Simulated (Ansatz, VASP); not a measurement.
# One calculation of Nb3C2, two programs

The input INCAR:

```
SYSTEM = Nb3C2
  ALGO = Normal
  EDIFF = 1E-6
  ENCUT = 520
  GGA = PE
  ISIF = 2
  ISMEAR = 0
  LASPH = .TRUE.
  LCHARG = .TRUE.
  LELF = .TRUE.
  LREAL = .FALSE.
  LVHAR = .TRUE.
  LWAVE = .FALSE.
  NBANDS = 32
  NELM = 60
  PREC = Accurate
  SIGMA = 0.1
```

File KPOINTS:

```
k-points
0
G
  6 6 4
  0 0 0
```

The input POSCAR:

```
Nb3C2
1.0
    3.7552090800      0.0000000000      0.0000000000
   -1.8776045400      3.2521064600      0.0000000000
    0.0000000000      0.0000000000      6.6593233300
Nb C
3 2
Direct
    0.6666666700      0.3333333300      0.1958517700
    0.6666666700      0.3333333300      0.8041482300
    0.6666666700      0.3333333300      0.5000000000
    0.6666666700      0.3333333300      0.0000000000
    0.0000000000      0.0000000000      0.0000000000
```

Input for Ansatz:

```yaml
crystal:
  lattice:
    - [3.75520908, 0.0, 0.0]
    - [-1.87760454, 3.25210646, 0.0]
    - [0.0, 0.0, 6.65932333]
  atoms:
    - { symbol: Nb, position: [0.66666667, 0.33333333, 0.19585177] }
    - { symbol: Nb, position: [0.66666667, 0.33333333, 0.80414823] }
    - { symbol: Nb, position: [0.66666667, 0.33333333, 0.5] }
    - { symbol: C, position: [0.66666667, 0.33333333, 0.0] }
    - { symbol: C, position: [0.0, 0.0, 0.0] }
basis:
  ecutwfc: 420
kpoints:
  mp_grid: { grid: [6, 6, 4] }
hamiltonian:
  xc: pbe
scf:
  occupations: { method: gaussian, width: 0.1 }
  lower_state_search: "off"
output:
  forces: true
  stress: true
  eigenvalues: true
```

Alike in both runs: task single point; functional PBE; k mesh 6 × 6 × 4; occupations gaussian, width 0.1 eV; no spin polarisation.

|  | VASP | Ansatz |
| --- | --- | --- |
| version | VASP 6.6.1 | Ansatz 0.2.0 |
| potentials or method | VASP PAW PBE potentials, release 64 (Nb_sv, C), cutoff 520 eV | scalar-relativistic, plane waves, PAW |
| valence electrons in the cell | 47 | 47 |

|  | VASP | Ansatz | Ansatz less VASP |
| --- | --- | --- | --- |
| gap on the k mesh at the Fermi level (eV) | none | none | - |
| rms of the force components (eV/Å) | 15.919 | 15.775 | -0.1433 |

Atom by atom the forces differ by 0.143 eV/Å (rms over components). A gap of «none» marks a metal or a gap that the smearing closes.
